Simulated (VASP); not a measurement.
Input of a VASP 6.6.1 run:

INCAR

```
ALGO = Normal ; EDIFF = 1E-7
ENCUT = 520 ; GGA = PE
ISIF = 2 ; ISMEAR = -1
IVDW = 12 ; LASPH = True
LCHARG = False ; LREAL = Auto
LWAVE = False ; NBANDS = 47
NELM = 80 ; PREC = Accurate
SIGMA = 0.02
```

Contents of KPOINTS:

```
k-points
0
Gamma
  1 1 1
```

The input POSCAR:

```
H14CO7
1.0
    6.7918300000      0.0000000000      0.0000000000
    0.0000000000      6.7918300000      0.0000000000
    0.0000000000      0.0000000000      6.7918300000
O H C
7 14 1
Direct
    0.3166745929      0.7845161024      0.7673778643
    0.4646906651      0.3138771141      0.9684282439
    0.6873405253      0.5162673388      0.4950359476
    0.6459525636      0.1087924757      0.2507129890
    0.0770190067      0.4656918680      0.6177569227
    0.4663691523      0.1334250121      0.6222328886
    0.7553781529      0.7549658928      1.0936522263
    0.2219136816      0.7375920775      0.6738979038
    0.2519350455      0.8286720957      0.8764500878
    0.3379501548      0.3552356287      0.9330916704
    0.4873796900      0.2210891615      0.8560284931
    0.6816130557      0.6039314883      0.3844913668
    0.6053891219      0.4186206074      0.4394839093
    0.5986162787      0.2308361664      0.1736498116
    0.6807590885      0.0043581774      0.1560109720
   -0.0468504070      0.4665605588      0.5524431560
    0.1584550850      0.3605213911      0.5633091523
    0.5806682441      0.1214547478      0.5328166341
    0.4325343832     -0.0157247752      0.6553756499
    0.7554223236      0.5559768133      0.8701483989
    0.8738145684      0.8032739335      0.8323382652
    0.7902288485      0.7031536419      0.9202527154
```

Potentials or basis: VASP PAW PBE potentials, release 64 (O, H, C).

Command:

```bash
$ cat potpaw_PBE.64/O/POTCAR potpaw_PBE.64/H/POTCAR potpaw_PBE.64/C/POTCAR > POTCAR
$ mpirun -np 1 vasp_gam > vasp.out
```

Problem. Predict the largest force.

Solution. 3.654 eV/Å.

Problem. Estimate the pressure.

Solution. 0.8 GPa.

Problem. Predict the band gap on the k mesh.

Solution. 3.18 eV.

Problem. Predict the dispersion energy per atom.

Solution. -0.027 eV.

Stress tensor (GPa, compression positive):
```
 1.81  0.37 -0.19
 0.37 -0.26  0.60
-0.19  0.60  0.88
```

Caveat: the k points lie up to 0.93 Å⁻¹ apart.
